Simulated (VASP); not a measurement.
The system is B.

```xyz
2
Lattice="0.0000 1.9981 1.9981 1.9981 0.0000 1.9981 1.9981 1.9981 0.0000" Properties=species:S:1:pos:R:3 pbc="T T T"
B     1.9981    1.9981    1.9981
B     2.9971    2.9971    2.9971
```

This isn't the form of B at room conditions, which is rhombohedral.

- Program: VASP 6.6.1
- Task: relaxation of cell and atoms
- Functional: PBEsol
- Potentials or basis: VASP PAW PBE potentials, release 64 (B)
- Cutoff: 500 eV
- k mesh: 8 × 8 × 8
- Occupations: gaussian, width 0.1 eV
- Spin: no spin polarisation

At the start: pressure 5.4 GPa; volume 7.98 Å³/atom.

**Question.** How do energy, volume and symmetry change on relaxing?

**Answer.** Over 3 steps the energy falls by 3.8 meV/atom and the volume is 8.21 Å³/atom (+2.9 %); space group Fd-3m (No. 227, to 0.1 Å) before and after.

Step by step:
| step | energy change (eV) | largest force (eV/Å) | pressure (GPa) | volume (Å³) |
| --- | --- | --- | --- | --- |
| 1 | 0.0000 | 0.0000 | 5.44 | 15.95 |
| 2 | -0.0065 | 0.0000 | -1.93 | 16.59 |
| 3 | -0.0076 | 0.0000 | 0.01 | 16.41 |

Final structure:
```cif
data_structure
_symmetry_space_group_name_H-M 'P 1'
_symmetry_Int_Tables_number 1
_cell_length_a 2.8524
_cell_length_b 2.8524
_cell_length_c 2.8524
_cell_angle_alpha 60.000
_cell_angle_beta 60.000
_cell_angle_gamma 60.000
_cell_volume 16.41
loop_
_atom_site_label
_atom_site_type_symbol
_atom_site_fract_x
_atom_site_fract_y
_atom_site_fract_z
_atom_site_occupancy
B1 B 0.50000 0.50000 0.50000 1
B2 B 0.75000 0.75000 0.75000 1
```

Caveat: the PAW data sets were made with another functional, which shifts forces and pressure a little.
